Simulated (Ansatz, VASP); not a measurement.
# Two plane-wave programs on SiO2

Contents of INCAR:

```
PREC = Accurate ; ENCUT = 520
EDIFF = 1E-7 ; ISMEAR = 0
SIGMA = 0.05 ; LREAL = F
LASPH = T ; NELM = 100
ALGO = Normal ; ISIF = 2
LWAVE = F ; LCHARG = T
GGA = PE ; LELF = T
LVHAR = T ; NBANDS = 25
```

The input KPOINTS:

```
regular mesh
0
Gamma
  6 6 8
```

Contents of POSCAR:

```
SiO2
1.0
    4.2358788266      0.0000000000      0.0000000000
    0.0000000000      4.3345748033      0.0000000000
    0.0000000000      0.0000000000      2.6897743046
Si O
2 4
Direct
    0.5000000000      0.5000000000      0.5000000000
    0.0000000000      0.0000000000      0.0000000000
    0.6930127927      0.6930127927      0.0000000000
    0.1930127927      0.8069872073      0.5000000000
    0.3069872073      0.3069872073      0.0000000000
    0.8069872073      0.1930127927      0.5000000000
```

Input for Ansatz:

```yaml
crystal:
  lattice:
    - [4.2358788266, 0.0, 0.0]
    - [0.0, 4.3345748033, 0.0]
    - [0.0, 0.0, 2.6897743046]
  atoms:
    - { symbol: Si, position: [0.5, 0.5, 0.5] }
    - { symbol: Si, position: [0.0, 0.0, 0.0] }
    - { symbol: O, position: [0.6930127927, 0.6930127927, 0.0] }
    - { symbol: O, position: [0.1930127927, 0.8069872073, 0.5] }
    - { symbol: O, position: [0.3069872073, 0.3069872073, 0.0] }
    - { symbol: O, position: [0.8069872073, 0.1930127927, 0.5] }
basis:
  ecutwfc: 520.0
kpoints:
  mp_grid: { grid: [6, 6, 8] }
hamiltonian:
  xc: pbe
  pseudopotentials: { kind: paw, azcp: { folder: soft_1 } }
scf:
  occupations: { method: gaussian, width: 0.05 }
output:
  forces: true
  stress: true
  eigenvalues: true
```

Change from the starting cell: mode 4 frozen in at +0.000 Å, normal strain along y +0.0233.

Alike in both runs: task single point; functional PBE; k mesh 6 × 6 × 8; occupations gaussian, width 0.05 eV; no spin polarisation.

|  | VASP | Ansatz |
| --- | --- | --- |
| version | VASP 6.6.1 | Ansatz 0.2.0 |
| potentials or method | VASP PAW PBE potentials, release 64 (Si, O), cutoff 520 eV | scalar-relativistic, plane waves, PAW |
| valence electrons in the cell | 32 | 32 |

|  | VASP | Ansatz | Ansatz less VASP |
| --- | --- | --- | --- |
| gap on the k mesh at the Fermi level (eV) | 4.67 | 4.70 | +0.022 |
| least direct gap on the mesh (eV) | 4.67 | 4.70 | +0.022 |
| pressure (GPa) | -5.7 | -6.0 | -0.25 |
| traceless stress, the component that is largest in VASP (GPa) | -5.01 | -4.76 | +0.249 |
| rms of the force components (eV/Å) | 0.116 | 0.126 | +0.0100 |

Atom by atom the forces differ by 0.010 eV/Å (rms over components).
